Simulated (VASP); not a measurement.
Write the native input for VASP 6.6.1 that does the following.

* Task: single point
* Functional: PBE
* Dispersion: D3(BJ)
* Potentials or basis: VASP PAW PBE potentials, release 64 (K_sv, As)
* Cutoff: 520 eV
* k mesh: 10 × 10 × 6
* Occupations: gaussian, width 0.1 eV
* Spin: no spin polarisation
* Dipole correction: no
* Further INCAR settings: ALGO = Normal; EDIFF = 1e-07; NBANDS = 22

The structure of KAs4 lies in POSCAR:

```
KAs4
1.0
    3.9590842877      0.0000000000      0.0000000000
    0.0000000000      3.9590842877      0.0000000000
    0.0000000000      0.0000000000      7.8098362952
K As
1 4
Direct
    0.0000000000      0.0000000000      0.0000000000
    0.0000000000      0.5000000000      0.6579415610
    0.5000000000      0.0000000000      0.6579415610
    0.0000000000      0.5000000000      0.3420584390
    0.5000000000      0.0000000000      0.3420584390
```

These files were run (other wordings do the same):

INCAR

```
SYSTEM = KAs4
ALGO = Normal
EDIFF = 1E-7
ENCUT = 520
GGA = PE
ISIF = 2
ISMEAR = 0
IVDW = 12
LASPH = .TRUE.
LCHARG = .FALSE.
LREAL = .FALSE.
LWAVE = .FALSE.
NBANDS = 22
NELM = 100
PREC = Accurate
SIGMA = 0.1
```

KPOINTS

```
k-points
0
G
  10 10 6
  0 0 0
```

Potentials or basis: VASP PAW PBE potentials, release 64 (K_sv, As).

Command:

```console
$ cat potpaw_PBE.64/K_sv/POTCAR potpaw_PBE.64/As/POTCAR > POTCAR
$ mpirun -np 1 vasp_std > vasp.out
```

It gave:

The pressure is 0.2 GPa and the largest force is 0.039 eV/Å. The dispersion energy per atom is -0.365 eV.

Caveat: pairwise dispersion overbinds metals, which lowers pressure and volume.

Run time: 3.2 min on 1 thread of Intel(R) Xeon(R) Platinum 8488C (Sapphire Rapids) (shared host), peak memory 0.35 GiB.
